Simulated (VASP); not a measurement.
Write the native input for VASP 6.6.1 that does the following.

- Task: single point
- Functional: LDA
- Potentials or basis: VASP PAW LDA potentials, release 64 (Ti_sv, Zn)
- Cutoff: 520 eV
- k mesh: 6 × 6 × 6
- Occupations: fermi-dirac, width 0.05 eV
- Spin: no spin polarisation
- Dipole correction: no
- Further INCAR settings: ALGO = Normal; EDIFF = 1e-06; NBANDS = 32

The structure of TiZn3 lies in POSCAR:

```
TiZn3
1.0
    3.7681642324      0.0000000000      0.0000000000
    0.0000000000      3.7681642324      0.0000000000
    0.0000000000      0.0000000000      3.7681642324
Ti Zn
1 3
Direct
    0.0000000000      0.0000000000      0.0000000000
    0.0000000000      0.5000000000      0.5000000000
    0.5000000000      0.0000000000      0.5000000000
    0.5000000000      0.5000000000      0.0000000000
```

These files were run (other wordings do the same):

INCAR

```
PREC = Accurate ; ENCUT = 520
EDIFF = 1E-6 ; ISMEAR = -1
SIGMA = 0.05 ; LREAL = False
LASPH = True ; NELM = 100
ALGO = Normal ; ISIF = 2
LWAVE = False ; LCHARG = False
GGA = CA ; NBANDS = 32
```

KPOINTS

```
Automatic mesh
0
Gamma
  6 6 6
```

Potentials or basis: VASP PAW LDA potentials, release 64 (Ti_sv, Zn).

Launch:

```bash
$ cat potpaw_LDA.64/Ti_sv/POTCAR potpaw_LDA.64/Zn/POTCAR > POTCAR
$ mpirun -np 1 vasp_std > vasp.out
```

Results of the run:

```
Pressure               : 4.6 GPa
Band gap on the k mesh : zero (band 24 reaches 5.66 eV, above the bottom of band 25 at 3.63 eV)
```

It took 21 s on 1 thread of Intel(R) Xeon(R) Platinum 8259CL CPU @ 2.50GHz (Skylake/Cascade Lake), with other jobs on the host, peak memory 0.16 GiB.
